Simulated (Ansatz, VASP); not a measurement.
BN in VASP and in Ansatz

```
B N
1.0
     0.00000    1.55030    1.55030
     1.55030    0.00000    1.55030
     1.55030    1.55030    0.00000
B N
1 1
Cartesian
  0.0000 0.0000 0.0000
  1.5503 1.5503 1.5503
```

Change from the starting cell: volume scaled by 0.72, LAPW.

Alike in both runs: task single point; functional LDA; k mesh 15 × 15 × 15; occupations fermi-dirac, width 0.05 eV; no spin polarisation.

```csv
,VASP,Ansatz
version,VASP 6.6.1,Ansatz 0.2.0
potentials or method,"VASP PAW LDA potentials, release 64 (B, N), cutoff 600 eV","all-electron LAPW, scalar-relativistic"
```

|  | VASP | Ansatz | Ansatz less VASP |
| --- | --- | --- | --- |
| gap on the k mesh at the Fermi level (eV) | 4.56 | 4.56 | +0.006 |
| pressure (GPa) | 254.9 | 253.2 | -1.69 |

LDA's correlation is that of Perdew and Zunger in VASP and of Perdew and Wang (1992) in Ansatz. Both programs put the cell under a high pressure, so it lies far from rest at this level. Ansatz ran all-electron here, and VASP with PAW potentials.

Noted on VASP's run: the cell as given lies far from equilibrium.
